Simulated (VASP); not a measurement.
Input of a VASP 6.6.1 run:

Contents of INCAR:

```
SYSTEM = Au
PREC = Accurate ; ENCUT = 520
EDIFF = 1E-6 ; ISMEAR = -1
SIGMA = 0.05 ; LREAL = .False.
LASPH = .True. ; NELM = 60
ALGO = Normal ; ISIF = 2
LWAVE = .False. ; LCHARG = .False.
GGA = VW ; NBANDS = 12
```

Contents of KPOINTS:

```
Automatic mesh
0
Gamma
  11 11 11
  0 0 0
```

Contents of POSCAR:

```
Au
1.0
    0.0000000000      2.0617793868      2.0617793868
    2.0617793868      0.0000000000      2.0617793868
    2.0617793868      2.0617793868      0.0000000000
Au
1
Direct
    0.0000000000      0.0000000000      0.0000000000
```

Potentials or basis: VASP PAW PBE potentials, release 64 (Au).

Command:

```console
$ cat potpaw_PBE.64/Au/POTCAR > POTCAR
$ mpirun -np 1 vasp_std > vasp.out
```

(1) What does it give for the pressure?

## Answers

(1) -9.6 GPa.

Caveat: the PAW data sets were made with another functional, which shifts forces and pressure a little.
